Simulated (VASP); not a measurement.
# MoS2 (P-3m1) in VASP: further runs

Runs on MoS2. Level: PBE+D3(BJ). Tasks: single point.

Program: VASP 6.6.1. These are calculated values, not measurements. Logs are shortened: lines on timing, memory, paths and dates and some standing lists are left out, and cuts for length are marked.

## Step 1: The cell of the first run

The typed cell holds 6 atoms: a = 3.212 Å, b = 3.212 Å, c = 13.184 Å, α = 90.00°, β = 90.00°, γ = 120.00°.

## Step 2: Single point, PBE+D3(BJ)

The input, INCAR:

```
  PREC = Accurate
  ENCUT = 520
  EDIFF = 1E-6
  ISMEAR = 0
  SIGMA = 0.05
  LREAL = False
  LASPH = True
  NELM = 100
  ALGO = Normal
  ISIF = 2
  LWAVE = False
  LCHARG = False
  GGA = PE
  IVDW = 12
  NBANDS = 35
```

The input, KPOINTS:

```
regular mesh
0
Gamma
  12 12 4
```

The input, POSCAR:

```
MoS2
1.0
    3.2123000000      0.0000000000      0.0000000000
   -1.6061500000      2.7819334046      0.0000000000
    0.0000000000      0.0000000000     13.1844000000
Mo S
2 4
Direct
    0.6666666667      0.3333333333      0.2501439769
    0.3333333333      0.6666666667      0.7498560231
    0.3333333333      0.6666666667      0.3795985159
    0.6666666667      0.3333333333      0.8793132861
    0.3333333333      0.6666666667      0.1206867139
    0.6666666667      0.3333333333      0.6204014841
```

Potentials or basis: VASP PAW PBE potentials, release 64 (Mo_sv, S).

The run is started by

```console
$ cat potpaw_PBE.64/Mo_sv/POTCAR potpaw_PBE.64/S/POTCAR > POTCAR
$ mpirun -np 1 vasp_std > vasp.out
```

OUTCAR:

```text
PREC = Accurate
   ENCUT = 520
   EDIFF = 1E-6
   ISMEAR = 0
   LREAL = False
   LASPH = True
   NELM = 100
   ISIF = 2
   GGA = PE
   IVDW = 12
 IVDW          = 12

 ion  position               nearest neighbor table
   1  0.667  0.333  0.250-   3 2.52   3 2.52   3 2.52   5 2.52   5 2.52   5 2.52
   2  0.333  0.667  0.750-   6 2.52   6 2.52   6 2.52   4 2.52   4 2.52   4 2.52
   3  0.333  0.667  0.380-   1 2.52   1 2.52   1 2.52
   4  0.667  0.333  0.879-   2 2.52   2 2.52   2 2.52
   5  0.333  0.667  0.121-   1 2.52   1 2.52   1 2.52
   6  0.667  0.333  0.620-   2 2.52   2 2.52   2 2.52

  LATTYP: Found a hexagonal cell.
 ALAT       =     3.2123000000
 C/A-ratio  =     4.1043489089

  Lattice vectors:

 A1 = (   3.2123000000,   0.0000000000,   0.0000000000)
 A2 = (  -1.6061500000,   2.7819334046,   0.0000000000)
 A3 = (   0.0000000000,   0.0000000000,  13.1844000000)

Analysis of symmetry for initial positions (statically):
=====================================================================
 Subroutine PRICEL returns:
 Original cell was already a primitive cell.

 Routine SETGRP: Setting up the symmetry group for a
 hexagonal supercell.

 Subroutine GETGRP returns: Found 12 space group operations
 (whereof 12 operations were pure point group operations)
 out of a pool of 24 trial point group operations.

The static configuration has the point symmetry D_3d.

Analysis of symmetry for dynamics (positions and initial velocities):
=====================================================================
 Subroutine PRICEL returns:
 Original cell was already a primitive cell.

 Routine SETGRP: Setting up the symmetry group for a
 hexagonal supercell.

 Subroutine GETGRP returns: Found 12 space group operations
 (whereof 12 operations were pure point group operations)
 out of a pool of 24 trial point group operations.

The dynamic configuration has the point symmetry D_3d.

 Subroutine INISYM returns: Found 12 space group operations
 (whereof 12 operations are pure point group operations),
 and found     1 'primitive' translations

----------------------------------------------------------------------------------------

                                     Primitive cell

  volume of cell :     117.8211

  direct lattice vectors                    reciprocal lattice vectors
     3.212300000  0.000000000  0.000000000     0.311303427  0.179731118  0.000000000
    -1.606150000  2.781933405  0.000000000     0.000000000  0.359462235  0.000000000
     0.000000000  0.000000000 13.184400000     0.000000000  0.000000000  0.075847213

  length of vectors
     3.212300000  3.212300000 13.184400000     0.359462235  0.359462235  0.075847213

  position of ions in fractional coordinates (direct lattice)
     0.666666667  0.333333333  0.250143977
     0.333333333  0.666666667  0.749856023
     0.333333333  0.666666667  0.379598516
     0.666666667  0.333333333  0.879313286
     0.333333333  0.666666667  0.120686714
     0.666666667  0.333333333  0.620401484

  ion indices of the primitive-cell ions
   primitive index   ion index
                 1           1
                 2           2
                 3           3
                 4           4
                 5           5
                 6           6

----------------------------------------------------------------------------------------

 KPOINTS: regular mesh

Automatic generation of k-mesh.
 Grid dimensions read from file:
 generate k-points for:   12   12    4

 Generating k-lattice:

  Cartesian coordinates                     Fractional coordinates (reciprocal lattice)
     0.025941952  0.014977593  0.000000000     0.083333333  0.000000000  0.000000000
     0.000000000  0.029955186  0.000000000     0.000000000  0.083333333  0.000000000
     0.000000000  0.000000000  0.018961803     0.000000000  0.000000000  0.250000000

  Length of vectors
     0.029955186  0.029955186  0.018961803

  Shift w.r.t. Gamma in fractional coordinates (k-lattice)
     0.000000000  0.000000000  0.000000000

 Subroutine IBZKPT returns following result:
 ===========================================

 Found     69 irreducible k-points:

 Following reciprocal coordinates:
            Coordinates               Weight
  0.000000  0.000000  0.000000      1.000000
  0.083333  0.000000  0.000000      6.000000
  0.166667  0.000000  0.000000      6.000000
  0.250000  0.000000  0.000000      6.000000
  0.333333  0.000000  0.000000      6.000000
  0.416667  0.000000  0.000000      6.000000
[... 16 lines left out ...]
  0.166667  0.000000  0.250000      6.000000
  0.000000  0.166667  0.250000      6.000000
 [... further k-points ...]
   k-points           NKPTS =     69   k-points in BZ     NKDIM =     69   number of bands    NBANDS=     35
   number of dos      NEDOS =    301   number of ions     NIONS =      6
   total plane-waves  NPLWV =  56448
   dimension x,y,z NGX =    24 NGY =   24 NGZ =   98
   dimension x,y,z NGXF=    48 NGYF=   48 NGZF=  196
   ions per type =               2   4
   NGX,Y,Z   is equivalent  to a cutoff of  12.42, 12.42, 12.36 a.u.
   NGXF,Y,Z  is equivalent  to a cutoff of  24.84, 24.84, 24.71 a.u.
 SYSTEM =  unknown system
   PREC   = accura    normal or accurate (medium, high low for compatibility)
   ISTART =      0    job   : 0-new  1-cont  2-samecut
   ICHARG =      2    charge: 1-file 2-atom 10-const
   ISPIN  =      1    spin polarized calculation?
   LNONCOLLINEAR =      F non collinear calculations
   LSORBIT =      F    spin-orbit coupling
   LASPH  =      T    aspherical Exc in radial PAW
   ENCUT  =  520.0 eV  38.22 Ry    6.18 a.u.   5.97  5.97 24.51*2*pi/ulx,y,z
   NELM   =    100;   NELMIN=  2; NELMDL= -5     # of ELM steps
   EDIFF  = 0.1E-05   stopping-criterion for ELM
   LREAL  =      F    real-space projection
   EDIFFG = 0.1E-04   stopping-criterion for IOM
   NSW    =      0    number of steps for IOM
   IBRION =     -1    ionic relax: 0-MD 1-quasi-New 2-CG
   NFREE  =      0    steps in history (QN), initial steepest desc. (CG)
   ISIF   =      2    stress and relaxation
   ISYM   =      2    0-nonsym 1-usesym 2-fastsym
   POTIM  = 0.5000    time-step for ionic-motion
   TEBEG  =    0.0;   TEEND  =   0.0 temperature during run
   PSTRESS=    0.0 pullay stress
   NELECT =      52.0000    total number of electrons
   NUPDOWN=      -1.0000    fix difference up-down
   EMIN   =  10.00;   EMAX   =-10.00  energy-range for DOS
   EFERMI =   0.00;   METHOD = LEGACY
   ISMEAR =     0;   SIGMA  =   0.05  broadening in eV -4-tet -1-fermi 0-gaus
   EFERMI_NEDOS =   21; number of points for ismear=-14 and -15
   IALGO  =     38    algorithm
   IMIX   =      4    mixing-type and parameters
     AMIX     =   0.40;   BMIX     =  1.00
     AMIX_MAG =   1.60;   BMIX_MAG =  1.00
  volume/ion in A,a.u.               =      19.64       132.52
  Fermi-wavevector in a.u.,A,eV,Ry     =   1.246431  2.355413 21.137876  1.553590
  Thomas-Fermi vector in A             =   2.380609
   LORBIT       =      0    0 simple, 1 ext, 2 COOP (PROOUT), +10 PAW based schemes
   GGA     = PE    functional components
   LHFCALC =     F    Hartree Fock is set to
   AEXX    =    0.0000 exact exchange contribution
   IVDW    =    12    specifies the selected vdW correction
   LEPSILON=     F    determine dielectric tensor
   LRPA    =     F    only Hartree local field effects (RPA)
 non-spin polarized calculation
 Gauss-broadening in eV      SIGMA  =   0.05
  energy-cutoff  :      520.00
  volume of cell :      117.82
 maximum number of plane-waves:      3213
   NGX = 11   NGY = 11   NGZ = 49

 number of electron      52.0000005 magnetization

 Free energy of the ion-electron system (eV)
  ---------------------------------------------------
  ext. energy  EPLUGINS =         0.00000000
  ---------------------------------------------------
  free energy    TOTEN  =       -42.90317303 eV

  energy without entropy =      -42.90317303  energy(sigma->0) =      -42.90317303

 E-fermi :   6.2436     XC(G=0): -10.3857

 val. band max:        5.8513998014   @ k =   0.3333   0.3333   0.0000
 cond. band min:       6.8922491469   @ k =   0.1667   0.1667   0.0000
 fundamental gap:      1.0408493455
 Fermi energy:         6.2435520880

 k-point     1 :       0.0000    0.0000    0.0000
  band No.  band energies     occupation
      1     -55.2708      2.00000
      2     -55.2708      2.00000
      3     -29.3561      2.00000
      4     -29.3561      2.00000
      5     -29.1559      2.00000
      6     -29.1559      2.00000
[... 27 lines left out ...]
     34       8.3053      0.00000
     35      11.5382      0.00000

 k-point     2 :       0.0833    0.0000    0.0000
  band No.  band energies     occupation
      1     -55.2688      2.00000
      2     -55.2688      2.00000
      3     -29.3523      2.00000
      4     -29.3522      2.00000
      5     -29.1770      2.00000
      6     -29.1770      2.00000
[... 27 lines left out ...]
     34       8.4526      0.00000
     35      11.9544      0.00000

 k-point     3 :       0.1667    0.0000    0.0000
  band No.  band energies     occupation
      1     -55.2631      2.00000
      2     -55.2631      2.00000
      3     -29.3418      2.00000
      4     -29.3418      2.00000
      5     -29.2340      2.00000
      6     -29.2340      2.00000
[... 27 lines left out ...]
     34       8.7750      0.00000
     35      12.6574      0.00000

 k-point     4 :       0.2500    0.0000    0.0000
  band No.  band energies     occupation
      1     -55.2554      2.00000
      2     -55.2554      2.00000
      3     -29.3275      2.00000
      4     -29.3275      2.00000
      5     -29.3111      2.00000
      6     -29.3111      2.00000
[... 27 lines left out ...]
     34       9.0923      0.00000
     35      12.9088      0.00000

 k-point     5 :       0.3333    0.0000    0.0000
  band No.  band energies     occupation
      1     -55.2477      2.00000
      2     -55.2477      2.00000
      3     -29.3873      2.00000
      4     -29.3873      2.00000
      5     -29.3132      2.00000
      6     -29.3132      2.00000
[... 638 lines left out ...]
 k-point    22 :       0.0000    0.0833    0.2500
  band No.  band energies     occupation
      1     -55.2688      2.00000
      2     -55.2688      2.00000
      3     -29.3523      2.00000
      4     -29.3522      2.00000
      5     -29.1770      2.00000
      6     -29.1770      2.00000
[... 27 lines left out ...]
     34       8.4471      0.00000
     35      12.0332      0.00000

 k-point    23 :       0.1667    0.0000    0.2500
  band No.  band energies     occupation
      1     -55.2631      2.00000
      2     -55.2631      2.00000
      3     -29.3418      2.00000
      4     -29.3418      2.00000
      5     -29.2340      2.00000
      6     -29.2340      2.00000
[... 27 lines left out ...]
     34       8.7614      0.00000
     35      12.7401      0.00000

 k-point    24 :       0.0000    0.1667    0.2500
  band No.  band energies     occupation
      1     -55.2631      2.00000
      2     -55.2631      2.00000
      3     -29.3418      2.00000
      4     -29.3418      2.00000
      5     -29.2340      2.00000
      6     -29.2340      2.00000
[... 27 lines left out ...]
     34       8.7614      0.00000
     35      12.7396      0.00000

 [... further k-points ...]

------------------------ aborting loop because EDIFF is reached ----------------------------------------

 Edisp (eV)   -2.30757

 E8    (eV) :    -0.9319

  FORCE on cell =-STRESS in cart. coord.  units (eV):
  Direction    XX          YY          ZZ          XY          YZ          ZX
  --------------------------------------------------------------------------------------
  -------------------------------------------------------------------------------------
  Total      -8.23516    -8.23516   -17.39831    -0.00000     0.00000     0.00000
  in kB    -111.98483  -111.98483  -236.58893    -0.00000     0.00000     0.00000
  external pressure =     -153.52 kB  Pullay stress =        0.00 kB

 VOLUME and BASIS-vectors are now :
 -----------------------------------------------------------------------------
  energy-cutoff  :      520.00
  volume of cell :      117.82
      direct lattice vectors                 reciprocal lattice vectors
     3.212300000  0.000000000  0.000000000     0.311303427  0.179731118  0.000000000
    -1.606150000  2.781933405  0.000000000     0.000000000  0.359462235  0.000000000
     0.000000000  0.000000000 13.184400000     0.000000000  0.000000000  0.075847213

 POSITION                                       TOTAL-FORCE (eV/Angst)
 -----------------------------------------------------------------------------------
      1.60615      0.92731      3.29800        -0.000000      0.000000     -0.000614
     -0.00000      1.85462      9.88640         0.000000     -0.000000      0.000614
     -0.00000      1.85462      5.00478        -0.000000     -0.000000     -2.350143
      1.60615      0.92731     11.59322         0.000000      0.000000     -2.349613
     -0.00000      1.85462      1.59118        -0.000000      0.000000      2.349613
      1.60615      0.92731      8.17962        -0.000000      0.000000      2.350143
 -----------------------------------------------------------------------------------
    total drift:                                0.000000      0.000000      0.000000

  FREE ENERGIE OF THE ION-ELECTRON SYSTEM (eV)
  ---------------------------------------------------
  free  energy   TOTEN  =       -45.2107408810 eV

  energy  without entropy=      -45.2107408810  energy(sigma->0) =      -45.21074088
```

Wall time 2.8 min (1 thread of Intel Xeon Platinum 8488C (Sapphire Rapids), shared host); peak memory 0.37 GiB.

Results:

| Quantity | Value |
| --- | --- |
| Free energy | -45.2107 eV |
| Pressure | -15.4 GPa |
| Largest force | 2.350 eV/Å |
| Band gap on the k mesh | 1.04 eV, indirect (least direct gap 1.70 eV) |
| Dispersion energy per atom | -0.385 eV |

Forces on the atoms (eV/Å):
```
Mo   0.000  0.000 -0.001
Mo   0.000  0.000  0.001
S    0.000  0.000 -2.350
S    0.000  0.000 -2.350
S    0.000  0.000  2.350
S    0.000  0.000  2.350
```

Stress tensor (GPa, compression positive):
```
-11.20   0.00   0.00
  0.00 -11.20   0.00
  0.00   0.00 -23.66
```

Caveat: forces of over 1 eV/Å act on the atoms, so gaps and moduli don't describe the material at rest. A k mesh can miss the band edges.

[end of part 1 of 2]
